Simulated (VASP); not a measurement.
# B (P6/mmm) in VASP: notebook

B is run at these levels: PBE; tasks: single point.

All numbers are computed with VASP 6.6.1; they aren't measurements. Logs are shortened: lines on timing, memory, paths and dates and some standing lists are left out, and cuts for length are marked.

## (1) The cell of the first run

Symmetry: P6/mmm, No. 191, hexagonal system. The conventional cell has a = 1.602 Å, b = 1.602 Å, c = 1.700 Å, α = 90.00°, β = 90.00°, γ = 120.00°. B (site symmetry 6/mmm) has 8 B at 1.60 to 1.70 Å within 2.1 Å.

## (2) Single point, PBE

File INCAR:

```
SYSTEM = B
PREC = Accurate
ENCUT = 520
EDIFF = 1E-6
ISMEAR = -1
SIGMA = 0.1
LREAL = .FALSE.
LASPH = .TRUE.
NELM = 80
ALGO = Normal
ISIF = 2
LWAVE = .FALSE.
LCHARG = .FALSE.
GGA = PE
NBANDS = 8
```

File KPOINTS:

```
regular mesh
0
G
  25 25 23
  0 0 0
```

File POSCAR:

```
B
1.0
    1.6017566074      0.0000000000      0.0000000000
   -0.8008783037      1.3871619127      0.0000000000
    0.0000000000      0.0000000000      1.6999543338
B
1
Direct
    0.0000000000      0.0000000000      0.0000000000
```

Potentials or basis: VASP PAW PBE potentials, release 64 (B).

The run is started by

```console
cat potpaw_PBE.64/B/POTCAR > POTCAR
mpirun -np 1 vasp_std > vasp.out
```

OUTCAR:

```text
SYSTEM = B
   PREC = Accurate
   ENCUT = 520
   EDIFF = 1E-6
   ISMEAR = -1
   LREAL = .FALSE.
   LASPH = .TRUE.
   NELM = 80
   ISIF = 2
   GGA = PE

 ion  position               nearest neighbor table
   1  0.000  0.000  0.000-

  LATTYP: Found a hexagonal cell.
 ALAT       =     1.6017566074
 C/A-ratio  =     1.0613062721

  Lattice vectors:

 A1 = (   1.6017566074,   0.0000000000,   0.0000000000)
 A2 = (  -0.8008783037,   1.3871619127,   0.0000000000)
 A3 = (   0.0000000000,   0.0000000000,   1.6999543338)

Analysis of symmetry for initial positions (statically):
=====================================================================
 Subroutine PRICEL returns:
 Original cell was already a primitive cell.

 Routine SETGRP: Setting up the symmetry group for a
 hexagonal supercell.

 Subroutine GETGRP returns: Found 24 space group operations
 (whereof 24 operations were pure point group operations)
 out of a pool of 24 trial point group operations.

The static configuration has the point symmetry D_6h.

Analysis of symmetry for dynamics (positions and initial velocities):
=====================================================================
 Subroutine PRICEL returns:
 Original cell was already a primitive cell.

 Routine SETGRP: Setting up the symmetry group for a
 hexagonal supercell.

 Subroutine GETGRP returns: Found 24 space group operations
 (whereof 24 operations were pure point group operations)
 out of a pool of 24 trial point group operations.

The dynamic configuration has the point symmetry D_6h.

 Subroutine INISYM returns: Found 24 space group operations
 (whereof 24 operations are pure point group operations),
 and found     1 'primitive' translations

----------------------------------------------------------------------------------------

                                     Primitive cell

  volume of cell :       3.7771

  direct lattice vectors                    reciprocal lattice vectors
     1.601756607  0.000000000  0.000000000     0.624314578  0.360448190  0.000000000
    -0.800878304  1.387161913  0.000000000     0.000000000  0.720896379  0.000000000
     0.000000000  0.000000000  1.699954334     0.000000000  0.000000000  0.588251096

  length of vectors
     1.601756607  1.601756607  1.699954334     0.720896379  0.720896379  0.588251096

  position of ions in fractional coordinates (direct lattice)
     0.000000000  0.000000000  0.000000000

  ion indices of the primitive-cell ions
   primitive index   ion index
                 1           1

----------------------------------------------------------------------------------------

 KPOINTS: regular mesh

Automatic generation of k-mesh.
 Grid dimensions read from file:
 generate k-points for:   25   25   23

 Generating k-lattice:

  Cartesian coordinates                     Fractional coordinates (reciprocal lattice)
     0.024972583  0.014417928  0.000000000     0.040000000 -0.000000000  0.000000000
     0.000000000  0.028835855  0.000000000     0.000000000  0.040000000  0.000000000
     0.000000000  0.000000000  0.025576135     0.000000000  0.000000000  0.043478261

  Length of vectors
     0.028835855  0.028835855  0.025576135

  Shift w.r.t. Gamma in fractional coordinates (k-lattice)
     0.000000000  0.000000000  0.000000000

 Subroutine IBZKPT returns following result:
 ===========================================

 Found    780 irreducible k-points:

 Following reciprocal coordinates:
            Coordinates               Weight
  0.000000  0.000000  0.000000      1.000000
  0.040000 -0.000000  0.000000      6.000000
  0.080000 -0.000000  0.000000      6.000000
  0.120000 -0.000000  0.000000      6.000000
  0.160000 -0.000000  0.000000      6.000000
  0.200000 -0.000000  0.000000      6.000000
[... 16 lines left out ...]
  0.400000  0.040000  0.000000     12.000000
  0.440000  0.040000  0.000000     12.000000
 [... further k-points ...]
   k-points           NKPTS =    780   k-points in BZ     NKDIM =    780   number of bands    NBANDS=      8
   number of dos      NEDOS =    301   number of ions     NIONS =      1
   total plane-waves  NPLWV =   2016
   dimension x,y,z NGX =    12 NGY =   12 NGZ =   14
   dimension x,y,z NGXF=    24 NGYF=   24 NGZF=   28
   ions per type =               1
   NGX,Y,Z   is equivalent  to a cutoff of  12.45, 12.45, 13.69 a.u.
   NGXF,Y,Z  is equivalent  to a cutoff of  24.91, 24.91, 27.38 a.u.
 SYSTEM =  B
   PREC   = accura    normal or accurate (medium, high low for compatibility)
   ISTART =      0    job   : 0-new  1-cont  2-samecut
   ICHARG =      2    charge: 1-file 2-atom 10-const
   ISPIN  =      1    spin polarized calculation?
   LNONCOLLINEAR =      F non collinear calculations
   LSORBIT =      F    spin-orbit coupling
   LASPH  =      T    aspherical Exc in radial PAW
   ENCUT  =  520.0 eV  38.22 Ry    6.18 a.u.   2.98  2.98  3.16*2*pi/ulx,y,z
   NELM   =     80;   NELMIN=  2; NELMDL= -5     # of ELM steps
   EDIFF  = 0.1E-05   stopping-criterion for ELM
   LREAL  =      F    real-space projection
   EDIFFG = 0.1E-04   stopping-criterion for IOM
   NSW    =      0    number of steps for IOM
   IBRION =     -1    ionic relax: 0-MD 1-quasi-New 2-CG
   NFREE  =      0    steps in history (QN), initial steepest desc. (CG)
   ISIF   =      2    stress and relaxation
   ISYM   =      2    0-nonsym 1-usesym 2-fastsym
   POTIM  = 0.5000    time-step for ionic-motion
   TEBEG  =    0.0;   TEEND  =   0.0 temperature during run
   PSTRESS=    0.0 pullay stress
   NELECT =       3.0000    total number of electrons
   NUPDOWN=      -1.0000    fix difference up-down
   EMIN   =  10.00;   EMAX   =-10.00  energy-range for DOS
   EFERMI =   0.00;   METHOD = LEGACY
   ISMEAR =    -1;   SIGMA  =   0.10  broadening in eV -4-tet -1-fermi 0-gaus
   EFERMI_NEDOS =   21; number of points for ismear=-14 and -15
   IALGO  =     38    algorithm
   IMIX   =      4    mixing-type and parameters
     AMIX     =   0.40;   BMIX     =  1.00
     AMIX_MAG =   1.60;   BMIX_MAG =  1.00
  volume/ion in A,a.u.               =       3.78        25.49
  Fermi-wavevector in a.u.,A,eV,Ry     =   1.516101  2.865016 31.273858  2.298564
  Thomas-Fermi vector in A             =   2.625536
   LORBIT       =      0    0 simple, 1 ext, 2 COOP (PROOUT), +10 PAW based schemes
   GGA     = PE    functional components
   LHFCALC =     F    Hartree Fock is set to
   AEXX    =    0.0000 exact exchange contribution
   IVDW    =     0    specifies the selected vdW correction
   LEPSILON=     F    determine dielectric tensor
   LRPA    =     F    only Hartree local field effects (RPA)
 non-spin polarized calculation
  energy-cutoff  :      520.00
  volume of cell :        3.78
 maximum number of plane-waves:       114
 NGX is ok and might be reduce to    12
   NGX =  5   NGY =  5   NGZ =  7

 number of electron       3.0000000 magnetization

 Free energy of the ion-electron system (eV)
  ---------------------------------------------------
  ext. energy  EPLUGINS =         0.00000000
  ---------------------------------------------------
  free energy    TOTEN  =        -3.78324238 eV

  energy without entropy =       -3.77573066  energy(sigma->0) =       -3.77948652

 E-fermi :  14.9845     XC(G=0): -14.9375

 val. band max:       14.9844353680   @ k =   0.1200   0.0400   0.2609
 cond. band min:      15.0177772075   @ k =   0.3200   0.2800   0.3043
 fundamental gap:      0.0333418395
 Fermi energy:        14.9845280562

 k-point     1 :       0.0000    0.0000    0.0000
  band No.  band energies     occupation
      1      -8.2171      2.00000
      2      27.7542      0.00000
      3      41.3268      0.00000
      4      43.3872      0.00000
      5      43.3872      0.00000
      6      63.6716      0.00000
      7      63.6716      0.00000
      8      67.6591      0.00000

 k-point     2 :       0.0400   -0.0000    0.0000
  band No.  band energies     occupation
      1      -8.1293      2.00000
      2      27.8610      0.00000
      3      40.3343      0.00000
      4      43.0450      0.00000
      5      44.0735      0.00000
      6      61.3047      0.00000
      7      64.2432      0.00000
      8      70.7390      0.00000

 k-point     3 :       0.0800   -0.0000    0.0000
  band No.  band energies     occupation
      1      -7.8661      2.00000
      2      28.1813      0.00000
      3      38.4467      0.00000
      4      42.1259      0.00000
      5      44.9479      0.00000
      6      58.5787      0.00000
      7      65.8495      0.00000
      8      75.6407      0.00000

 k-point     4 :       0.1200   -0.0000    0.0000
  band No.  band energies     occupation
      1      -7.4280      2.00000
      2      28.7115      0.00000
      3      36.1070      0.00000
      4      40.8561      0.00000
      5      45.3851      0.00000
      6      56.9623      0.00000
      7      68.2525      0.00000
      8      76.5318      0.00000

 k-point     5 :       0.1600   -0.0000    0.0000
  band No.  band energies     occupation
      1      -6.8163      2.00000
      2      29.4457      0.00000
      3      33.3817      0.00000
      4      39.4422      0.00000
      5      45.3423      0.00000
      6      56.5308      0.00000
      7      71.2250      0.00000
      8      75.2361      0.00000
[... 177 lines left out ...]
 k-point    22 :       0.3600    0.0400    0.0000
  band No.  band energies     occupation
      1      -0.6000      2.00000
      2      16.9272      0.00000
      3      32.4497      0.00000
      4      36.3062      0.00000
      5      46.5527      0.00000
      6      57.0190      0.00000
      7      62.4135      0.00000
      8      70.0462      0.00000

 k-point    23 :       0.4000    0.0400    0.0000
  band No.  band energies     occupation
      1       0.7667      2.00000
      2      14.5998      1.95823
      3      31.9517      0.00000
      4      37.5761      0.00000
      5      47.0495      0.00000
      6      56.1998      0.00000
      7      60.0696      0.00000
      8      69.9316      0.00000

 k-point    24 :       0.4400    0.0400    0.0000
  band No.  band energies     occupation
      1       1.8812      2.00000
      2      12.9025      2.00000
      3      31.6508      0.00000
      4      38.5002      0.00000
      5      47.4778      0.00000
      6      55.5146      0.00000
      7      58.4969      0.00000
      8      69.8808      0.00000

 [... further k-points ...]

------------------------ aborting loop because EDIFF is reached ----------------------------------------

  FORCE on cell =-STRESS in cart. coord.  units (eV):
  Direction    XX          YY          ZZ          XY          YZ          ZX
  --------------------------------------------------------------------------------------
  -------------------------------------------------------------------------------------
  Total        7.7981076      7.7981076      7.8062740      0.0000000      0.0000000      0.0000000
  in kB     3307.7971758   3307.7971759   3311.2612018      0.0000000      0.0000000      0.0000000
  external PRESSURE =    3308.9518511 kB  Pullay stress =       0.0000000 kB

 VOLUME and BASIS-vectors are now :
 -----------------------------------------------------------------------------
  energy-cutoff  :      520.00
  volume of cell :        3.78
      direct lattice vectors                 reciprocal lattice vectors
     1.601756607  0.000000000  0.000000000     0.624314578  0.360448190  0.000000000
    -0.800878304  1.387161913  0.000000000     0.000000000  0.720896379  0.000000000
     0.000000000  0.000000000  1.699954334     0.000000000  0.000000000  0.588251096

 POSITION                                       TOTAL-FORCE (eV/Angst)
 -----------------------------------------------------------------------------------
      0.00000      0.00000      0.00000         0.000000      0.000000      0.000000
 -----------------------------------------------------------------------------------
    total drift:                                0.000000      0.000000      0.000000

  FREE ENERGIE OF THE ION-ELECTRON SYSTEM (eV)
  ---------------------------------------------------
  free  energy   TOTEN  =        -3.7832423816 eV

  energy  without entropy=       -3.7757306620  energy(sigma->0) =       -3.77948652
```

Wall time 11 s (1 thread of Intel Xeon 6975P-C, shared host); peak memory 0.12 GiB.

Results:

```
Free energy : -3.7832 eV
Pressure    : 330.9 GPa
```

Levels at points of the mesh, in eV from the Fermi level:
```tsv
k point	band 1	band 2	band 3	band 4	band 5
(0.00, 0.00, 0.00)	-23.20	12.77	26.34	28.40	28.40
```

## (3) Single point, PBE

INCAR: that of step 2 with these lines changed.

```diff
@@ -8,3 +8,3 @@
 LASPH = .TRUE.
-NELM = 80
+NELM = 60
 ALGO = Normal
```

File KPOINTS:

```
Automatic mesh
0
G
  25 25 23
  0 0 0
```

File POSCAR:

```
B
1.0
    1.6014547794      0.0000000000      0.0000000000
   -0.8007273897      1.3869005220      0.0000000000
    0.0000000000      0.0000000000      1.7005331919
B
1
Direct
    0.0000000000      0.0000000000      0.0000000000
```

Potentials or basis: VASP PAW PBE potentials, release 64 (B).

The run is started by

```console
cat potpaw_PBE.64/B/POTCAR > POTCAR
mpirun -np 1 vasp_std > vasp.out
```

Wall time 8.9 s (1 thread of Intel Xeon 6975P-C, shared host); peak memory 0.12 GiB.

Results (log left out):

```yaml
Free_energy: -3.7830 eV
Pressure: 331.0 GPa
```

Stress tensor (GPa, compression positive):
```
331.10   0.00   0.00
  0.00 331.10   0.00
  0.00   0.00 330.77
```

Levels at points of the mesh, in eV from the Fermi level:
| k point | band 1 | band 2 | band 3 | band 4 | band 5 | band 6 |
| --- | --- | --- | --- | --- | --- | --- |
| (0.00, 0.00, 0.00) | -23.20 | 12.74 | 26.31 | 28.42 | 28.42 | 48.71 |
